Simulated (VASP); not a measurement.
# TePb (Fm-3m) in VASP: notebook

TePb is run at these levels: LDA; tasks: relaxation of cell and atoms.

Program: VASP 6.6.1. These are calculated values, not measurements. Logs are shortened: lines on timing, memory, paths and dates and some standing lists are left out, and cuts for length are marked.

## Step 1: The cell of the first run

It takes space group Fm-3m (No. 225, cubic). The conventional cell has a = 6.462 Å, b = 6.462 Å, c = 6.462 Å, α = 90.00°, β = 90.00°, γ = 90.00°. Pb (site symmetry m-3m) has 6 Te at 3.23 Å within 4.3 Å. Within 4.3 Å of Te (site symmetry m-3m) lie 6 Pb at 3.23 Å.

## Step 2: Relaxation of cell and atoms, LDA, target pressure 2 GPa, at which the enthalpy is minimised

Input file INCAR:

```
PREC = Accurate ; ENCUT = 600
EDIFF = 1E-6 ; ISMEAR = -1
SIGMA = 0.05 ; LREAL = F
LASPH = T ; NELM = 80
ALGO = Normal ; ISIF = 3
LWAVE = F ; LCHARG = F
GGA = CA ; IBRION = 2
NSW = 80 ; EDIFFG = -0.01
PSTRESS = 20.0
```

Input file KPOINTS:

```
Automatic mesh
0
Gamma
  7 7 7
```

Input file POSCAR:

```
TePb
1.0
    0.0000000000      3.2310000000      3.2310000000
    3.2310000000      0.0000000000      3.2310000000
    3.2310000000      3.2310000000      0.0000000000
Pb Te
1 1
Direct
    0.0000000000      0.0000000000      0.0000000000
    0.5000000000      0.5000000000      0.5000000000
```

Potentials or basis: VASP PAW LDA potentials, release 64 (Pb_d, Te).

The run is started by

```bash
$ cat potpaw_LDA.64/Pb_d/POTCAR potpaw_LDA.64/Te/POTCAR > POTCAR
$ mpirun -np 1 vasp_std > vasp.out
```

OUTCAR:

```text
PREC = Accurate
   ENCUT = 600
   EDIFF = 1E-6
   ISMEAR = -1
   LREAL = F
   LASPH = T
   NELM = 80
   ISIF = 3
   GGA = CA
   IBRION = 2
   NSW = 80
   EDIFFG = -0.01
   PSTRESS = 20.0

 ion  position               nearest neighbor table
   1  0.000  0.000  0.000-   2 3.23   2 3.23   2 3.23   2 3.23   2 3.23   2 3.23
   2  0.500  0.500  0.500-   1 3.23   1 3.23   1 3.23   1 3.23   1 3.23   1 3.23

  LATTYP: Found a face centered cubic cell.
 ALAT       =     6.4620000000

  Lattice vectors:

 A1 = (   0.0000000000,   3.2310000000,   3.2310000000)
 A2 = (   3.2310000000,   0.0000000000,   3.2310000000)
 A3 = (   3.2310000000,   3.2310000000,   0.0000000000)

Analysis of symmetry for initial positions (statically):
=====================================================================
 Subroutine PRICEL returns:
 Original cell was already a primitive cell.

 Routine SETGRP: Setting up the symmetry group for a
 face centered cubic supercell.

 Subroutine GETGRP returns: Found 48 space group operations
[... 9 lines left out ...]

 Routine SETGRP: Setting up the symmetry group for a
 face centered cubic supercell.

 Subroutine GETGRP returns: Found 48 space group operations
[... 11 lines left out ...]
                                     Primitive cell

  volume of cell :      67.4592

  direct lattice vectors                    reciprocal lattice vectors
     0.000000000  3.231000000  3.231000000    -0.154750851  0.154750851  0.154750851
     3.231000000  0.000000000  3.231000000     0.154750851 -0.154750851  0.154750851
     3.231000000  3.231000000  0.000000000     0.154750851  0.154750851 -0.154750851

  length of vectors
     4.569324020  4.569324020  4.569324020     0.268036337  0.268036337  0.268036337

  position of ions in fractional coordinates (direct lattice)
     0.000000000  0.000000000  0.000000000
     0.500000000  0.500000000  0.500000000

  ion indices of the primitive-cell ions
   primitive index   ion index
                 1           1
                 2           2

----------------------------------------------------------------------------------------

 KPOINTS: Automatic mesh

Automatic generation of k-mesh.
 Grid dimensions read from file:
 generate k-points for:    7    7    7

 Generating k-lattice:

  Cartesian coordinates                     Fractional coordinates (reciprocal lattice)
    -0.022107264  0.022107264  0.022107264     0.142857143  0.000000000  0.000000000
     0.022107264 -0.022107264  0.022107264     0.000000000  0.142857143  0.000000000
     0.022107264  0.022107264 -0.022107264     0.000000000  0.000000000  0.142857143

  Length of vectors
[... 63 lines left out ...]
   EMIN   =  10.00;   EMAX   =-10.00  energy-range for DOS
   EFERMI =   0.00;   METHOD = LEGACY
   ISMEAR =    -1;   SIGMA  =   0.05  broadening in eV -4-tet -1-fermi 0-gaus
   EFERMI_NEDOS =   21; number of points for ismear=-14 and -15
   IALGO  =     38    algorithm
   IMIX   =      4    mixing-type and parameters
     AMIX     =   0.40;   BMIX     =  1.00
     AMIX_MAG =   1.60;   BMIX_MAG =  1.00
  volume/ion in A,a.u.               =      33.73       227.62
  Fermi-wavevector in a.u.,A,eV,Ry     =   1.091619  2.062861 16.213147  1.191633
  Thomas-Fermi vector in A             =   2.227868
   LORBIT       =      0    0 simple, 1 ext, 2 COOP (PROOUT), +10 PAW based schemes
   GGA     = CA    functional components
   LHFCALC =     F    Hartree Fock is set to
   AEXX    =    0.0000 exact exchange contribution
   IVDW    =     0    specifies the selected vdW correction
   LEPSILON=     F    determine dielectric tensor
   LRPA    =     F    only Hartree local field effects (RPA)
 conjugate gradient relaxation of ions
 non-spin polarized calculation
  energy-cutoff  :      600.00
  volume of cell :       67.46
 maximum number of plane-waves:      2259
 NGX is ok and might be reduce to    40
   NGX = 19   NGY = 19   NGZ = 19

--------------------------------------- Ionic step        1  -------------------------------------------

 number of electron      19.9999998 magnetization

 Free energy of the ion-electron system (eV)
  ---------------------------------------------------
  ext. energy  EPLUGINS =         0.00000000
  ---------------------------------------------------
  free energy    TOTEN  =        -8.76440731 eV

  energy without entropy =       -8.76440212  energy(sigma->0) =       -8.76440472

------------------------ aborting loop because EDIFF is reached ----------------------------------------

  FORCE on cell =-STRESS in cart. coord.  units (eV):
  Direction    XX          YY          ZZ          XY          YZ          ZX
  --------------------------------------------------------------------------------------
  -------------------------------------------------------------------------------------
  Total       -0.6936854     -0.6936854     -0.6936854      0.0000000     -0.0000000      0.0000000
  in kB      -16.4752589    -16.4752589    -16.4752589      0.0000000     -0.0000000      0.0000000
  external PRESSURE =     -36.4752589 kB  Pullay stress =      20.0000000 kB
[... 25 lines left out ...]
--------------------------------------- Ionic step        2  -------------------------------------------

 number of electron      19.9999998 magnetization

 E-fermi :   7.2437     XC(G=0): -10.0803

 val. band max:        6.8568805690   @ k =   0.4286   0.0000   0.0000
 cond. band min:       7.6276384412   @ k =   0.4286   0.0000   0.0000
 fundamental gap:      0.7707578722
 Fermi energy:         7.2437333228

 k-point     1 :       0.0000    0.0000    0.0000
  band No.  band energies     occupation
      1      -9.9302      2.00000
      2      -9.9302      2.00000
      3      -9.9060      2.00000
      4      -9.9060      2.00000
      5      -9.9060      2.00000
      6      -6.0888      2.00000
      7       1.6162      2.00000
      8       5.1768      2.00000
      9       5.1768      2.00000
     10       5.1768      2.00000
     11      11.0805      0.00000
     12      11.0805      0.00000
     13      11.0805      0.00000
     14      12.4915      0.00000
[... 358 lines left out ...]
--------------------------------------- Ionic step        3  -------------------------------------------

 number of electron      20.0000002 magnetization

 Free energy of the ion-electron system (eV)
  ---------------------------------------------------
  ext. energy  EPLUGINS =         0.00000000
  ---------------------------------------------------
  free energy    TOTEN  =        -8.76279324 eV

  energy without entropy =       -8.76278150  energy(sigma->0) =       -8.76278737

 E-fermi :   6.7112     XC(G=0):  -9.9031

 val. band max:        6.2936337021   @ k =   0.4286   0.0000   0.0000
 cond. band min:       7.1230622077   @ k =   0.4286   0.0000   0.0000
 fundamental gap:      0.8294285055
 Fermi energy:         6.7111617298

 k-point     1 :       0.0000    0.0000    0.0000
  band No.  band energies     occupation
      1     -10.3980      2.00000
      2     -10.3980      2.00000
      3     -10.3776      2.00000
      4     -10.3776      2.00000
      5     -10.3776      2.00000
      6      -6.2842      2.00000
      7       0.9387      2.00000
      8       4.7776      2.00000
      9       4.7776      2.00000
     10       4.7776      2.00000
     11      10.4826      0.00000
     12      10.4826      0.00000
     13      10.4826      0.00000
     14      12.0250      0.00000
[... 354 lines left out ...]
  energy  without entropy=       -8.7627815040  energy(sigma->0) =       -8.76278737

  enthalpy is  TOTEN    =        -7.9807746144 eV   P V=        0.7820186238

 reached required accuracy - stopping structural energy minimisation
```

CONTCAR:

```text
TePb
   1.00000000000000
     0.0000000000000000    3.1522638556854488    3.1522638556854488
     3.1522638556854488   -0.0000000000000000    3.1522638556854488
     3.1522638556854488    3.1522638556854488   -0.0000000000000000
  Pb              Te
     1     1
Direct
     0.0000000000000000    0.0000000000000000    0.0000000000000000
     0.5000000000000000    0.5000000000000000    0.5000000000000000

  0.00000000E+00  0.00000000E+00  0.00000000E+00
  0.00000000E+00  0.00000000E+00  0.00000000E+00
```

Run time: 38 s. Hardware: 1 thread of AMD EPYC 9R45 (Zen 5), shared host; peak memory 0.17 GiB.

What came out:

```
Free energy                                            : -8.7628 eV
Relaxed volume                                         : 31.32 Å³/atom
Relaxed cell                                           : a = 4.458 Å, b = 4.458 Å, c = 4.458 Å, α = 60.00°, β = 60.00°, γ = 60.00°
Space group after relaxing (to 0.05 Å)                 : Fm-3m (No. 225)
Energy change on relaxing (the enthalpy is what falls) : +0.8 meV/atom
Ionic steps                                            : 3
Pressure after relaxing                                : 2.0 GPa
```

The path:
| step | energy change (eV) | largest force (eV/Å) | pressure (GPa) | volume (Å³) |
| --- | --- | --- | --- | --- |
| 1 | 0.0000 | 0.0000 | -1.65 | 67.46 |
| 2 | 0.0494 | 0.0000 | 4.46 | 60.24 |
| 3 | 0.0016 | 0.0000 | 1.98 | 62.65 |

Final structure:
```
Pb Te
1.0
     0.00000    3.15226    3.15226
     3.15226    0.00000    3.15226
     3.15226    3.15226    0.00000
Pb Te
1 1
Direct
  0.00000 0.00000 0.00000
  0.50000 0.50000 0.50000
```

Caveat: this odd mesh misses L, where the gap lies, so gap, dielectric constants and Born charges aren't listed; the cell is relaxed towards a set pressure, so the enthalpy falls and the energy may rise; spin-orbit coupling is left out, which moves the levels of the heavy elements.

## Step 3: Relaxation of cell and atoms, LDA, target pressure 5 GPa, at which the enthalpy is minimised

Input file INCAR:

```
PREC = Accurate
ENCUT = 600
EDIFF = 1E-7
ISMEAR = -1
SIGMA = 0.05
LREAL = F
LASPH = T
NELM = 60
ALGO = Normal
ISIF = 3
LWAVE = F
LCHARG = F
GGA = CA
IBRION = 2
NSW = 80
EDIFFG = -0.01
PSTRESS = 50.0
```

Input file KPOINTS:

```
regular mesh
0
Gamma
  7 7 7
```

POSCAR is that of step 2.

Potentials or basis: VASP PAW LDA potentials, release 64 (Pb_d, Te).

The run is started by

```bash
$ cat potpaw_LDA.64/Pb_d/POTCAR potpaw_LDA.64/Te/POTCAR > POTCAR
$ mpirun -np 1 vasp_std > vasp.out
```

Run time: 62 s. Hardware: 1 thread of AMD EPYC 9R45 (Zen 5), shared host; peak memory 0.18 GiB.

Results (log left out):

| Item | Value |
| --- | --- |
| Free energy | -8.7008 eV |
| Relaxed volume | 29.88 Å³/atom |
| Relaxed cell | a = 4.388 Å, b = 4.388 Å, c = 4.388 Å, α = 60.00°, β = 60.00°, γ = 60.00° |
| Space group after relaxing (to 0.05 Å) | Fm-3m (No. 225) |
| Energy change on relaxing (the enthalpy is what falls) | +31.8 meV/atom |
| Ionic steps | 6 |
| Pressure after relaxing | 5.0 GPa |

Step by step:
```
step  energy change (eV)  largest force (eV/Å)  pressure (GPa)  volume (Å³)
   1              0.0000                0.0000           -1.65        67.46
   2              0.3306                0.0000           12.45        54.69
   3              0.0612                0.0000            4.90        59.83
   4              0.0657                0.0000            5.09        59.69
   5              0.0618                0.0000            4.93        59.81
   6              0.0636                0.0000            5.00        59.76
```

Final structure:
```cif
data_structure
_symmetry_space_group_name_H-M 'P 1'
_symmetry_Int_Tables_number 1
_cell_length_a 4.3883
_cell_length_b 4.3883
_cell_length_c 4.3883
_cell_angle_alpha 60.000
_cell_angle_beta 60.000
_cell_angle_gamma 60.000
_cell_volume 59.76
loop_
_atom_site_label
_atom_site_type_symbol
_atom_site_fract_x
_atom_site_fract_y
_atom_site_fract_z
_atom_site_occupancy
Pb1 Pb 0.00000 0.00000 0.00000 1
Te1 Te 0.50000 0.50000 0.50000 1
```

Levels at points of the mesh, in eV from the Fermi level:
| k point | band 8 | band 9 | band 10 | band 11 | band 12 | band 13 |
| --- | --- | --- | --- | --- | --- | --- |
| (0.00, 0.00, 0.00) | -2.09 | -2.09 | -2.09 | 3.85 | 3.85 | 3.85 |

Caveat: this odd mesh misses L, where the gap lies, so gap, dielectric constants and Born charges aren't listed; the cell is relaxed towards a set pressure, so the enthalpy falls and the energy may rise; spin-orbit coupling is left out, which moves the levels of the heavy elements.

## Step 4: Relaxation of cell and atoms, LDA, target pressure 10 GPa, at which the enthalpy is minimised

Input file INCAR:

```
SYSTEM = TePb
  PREC = Accurate
  ENCUT = 600
  EDIFF = 1E-6
  ISMEAR = -1
  SIGMA = 0.05
  LREAL = .False.
  LASPH = .True.
  NELM = 60
  ALGO = Normal
  ISIF = 3
  LWAVE = .False.
  LCHARG = .False.
  GGA = CA
  IBRION = 2
  NSW = 80
  EDIFFG = -0.01
  PSTRESS = 100.0
```

Input file KPOINTS:

```
regular mesh
0
Gamma
  7 7 7
  0 0 0
```

POSCAR is that of step 3.

The run is started by

```bash
$ cat potpaw_LDA.64/Pb_d/POTCAR potpaw_LDA.64/Te/POTCAR > POTCAR
$ mpirun -np 1 vasp_std > vasp.out
```

Run time: 74 s. Hardware: 1 thread of AMD EPYC 9R45 (Zen 5), shared host; peak memory 0.18 GiB.

It converged, with:

```
Free energy                                            : -8.5339 eV
Relaxed volume                                         : 28.06 Å³/atom
Relaxed cell                                           : a = 4.298 Å, b = 4.298 Å, c = 4.298 Å, α = 60.00°, β = 60.00°, γ = 60.00°
Space group after relaxing (to 0.05 Å)                 : Fm-3m (No. 225)
Energy change on relaxing (the enthalpy is what falls) : +115.3 meV/atom
Ionic steps                                            : 7
Pressure after relaxing                                : 10.0 GPa
```

The path:
| step | energy change (eV) | largest force (eV/Å) | pressure (GPa) | volume (Å³) |
| --- | --- | --- | --- | --- |
| 1 | 0.0000 | 0.0000 | -1.65 | 67.46 |
| 2 | 1.5229 | 0.0000 | 35.87 | 46.24 |
| 3 | 0.2064 | 0.0000 | 9.36 | 56.53 |
| 4 | 0.2257 | 0.0000 | 9.88 | 56.20 |
| 5 | 0.2389 | 0.0000 | 10.22 | 55.99 |
| 6 | 0.2211 | 0.0000 | 9.74 | 56.28 |
| 7 | 0.2306 | 0.0000 | 10.00 | 56.12 |

Final structure:
```
Pb Te
1.0
     0.00000    3.03884    3.03884
     3.03884    0.00000    3.03884
     3.03884    3.03884    0.00000
Pb Te
1 1
Direct
  0.00000 0.00000 0.00000
  0.50000 0.50000 0.50000
```

Levels at points of the mesh, in eV from the Fermi level:
```tsv
k point	band 6	band 7	band 8	band 9	band 10	band 11	band 12	band 13	band 14
(0.00, 0.00, 0.00)	-13.99	-5.35	-2.32	-2.32	-2.32	3.94	3.94	3.94	5.12
```

Caveat: this odd mesh misses L, where the gap lies, so gap, dielectric constants and Born charges aren't listed; the cell is relaxed towards a set pressure, so the enthalpy falls and the energy may rise; the volume moved by over 15 % at a fixed basis, so the end points are rough; spin-orbit coupling is left out, which moves the levels of the heavy elements. Zero-point motion and thermal expansion aren't in these numbers.

## Step 5: Relaxation of cell and atoms, LDA, target pressure 20 GPa, at which the enthalpy is minimised

Input file INCAR:

```
PREC = Accurate
ENCUT = 600
EDIFF = 1E-6
ISMEAR = -1
SIGMA = 0.05
LREAL = False
LASPH = True
NELM = 80
ALGO = Normal
ISIF = 3
LWAVE = False
LCHARG = False
GGA = CA
IBRION = 2
NSW = 80
EDIFFG = -0.01
PSTRESS = 200.0
```

Input file KPOINTS:

```
regular mesh
0
Gamma
  7 7 7
```

POSCAR is that of step 4.

The run is started by

```bash
$ cat potpaw_LDA.64/Pb_d/POTCAR potpaw_LDA.64/Te/POTCAR > POTCAR
$ mpirun -np 1 vasp_std > vasp.out
```

Run time: 71 s. Hardware: 1 thread of AMD EPYC 9R45 (Zen 5), shared host; peak memory 0.19 GiB.

The run converged. Its results:

* Free energy: -8.0805 eV
* Relaxed volume: 25.58 Å³/atom
* Relaxed cell: a = 4.167 Å, b = 4.167 Å, c = 4.167 Å, α = 60.00°, β = 60.00°, γ = 60.00°
* Space group after relaxing (to 0.05 Å): Fm-3m (No. 225)
* Energy change on relaxing (the enthalpy is what falls): +341.9 meV/atom
* Ionic steps: 5
* Pressure after relaxing: 20.0 GPa

The path:
```tsv
step	energy change (eV)	largest force (eV/Å)	pressure (GPa)	volume (Å³)
1	0.0000	0.0000	-1.65	67.46
2	9.0725	0.0000	170.28	32.03
3	0.4819	0.0000	15.83	52.97
4	0.5954	0.0000	18.23	51.90
5	0.6839	0.0000	20.02	51.16
```

Final structure:
```cif
data_structure
_symmetry_space_group_name_H-M 'P 1'
_symmetry_Int_Tables_number 1
_cell_length_a 4.1670
_cell_length_b 4.1670
_cell_length_c 4.1670
_cell_angle_alpha 60.000
_cell_angle_beta 60.000
_cell_angle_gamma 60.000
_cell_volume 51.16
loop_
_atom_site_label
_atom_site_type_symbol
_atom_site_fract_x
_atom_site_fract_y
_atom_site_fract_z
_atom_site_occupancy
Pb1 Pb 0.00000 0.00000 0.00000 1
Te1 Te 0.50000 0.50000 0.50000 1
```

Levels at points of the mesh, in eV from the Fermi level:
```tsv
k point	band 7	band 8	band 9	band 10	band 11	band 12	band 13	band 14
(0.00, 0.00, 0.00)	-4.93	-2.68	-2.68	-2.68	4.06	4.06	4.06	4.94
```

Caveat: this odd mesh misses L, where the gap lies, so gap, dielectric constants and Born charges aren't listed; the cell is relaxed towards a set pressure, so the enthalpy falls and the energy may rise; the volume moved by over 15 % at a fixed basis, so the end points are rough; spin-orbit coupling is left out, which moves the levels of the heavy elements.

## Step 6: The runs side by side

| cell | pressure (GPa) |
| --- | --- |
| relaxed to 2 GPa | 2.0 |
| relaxed to 5 GPa | 5.0 |
| relaxed to 10 GPa | 10.0 |
| relaxed to 20 GPa | 20.0 |

Alike in all rows: task relaxation of cell and atoms; level LDA; potentials or basis VASP PAW LDA potentials, release 64 (Pb_d, Te); no spin polarisation; k mesh 7 × 7 × 7; cutoff (eV) 600; smearing fermi-dirac 0.05 eV.

Caveats: the cell is relaxed towards a set pressure, so the enthalpy falls and the energy may rise; spin-orbit coupling is left out, which moves the levels of the heavy elements; the volume moved by over 15 % at a fixed basis, so the end points are rough (some runs).

Absolute energies hang on the potentials; compare differences alone.
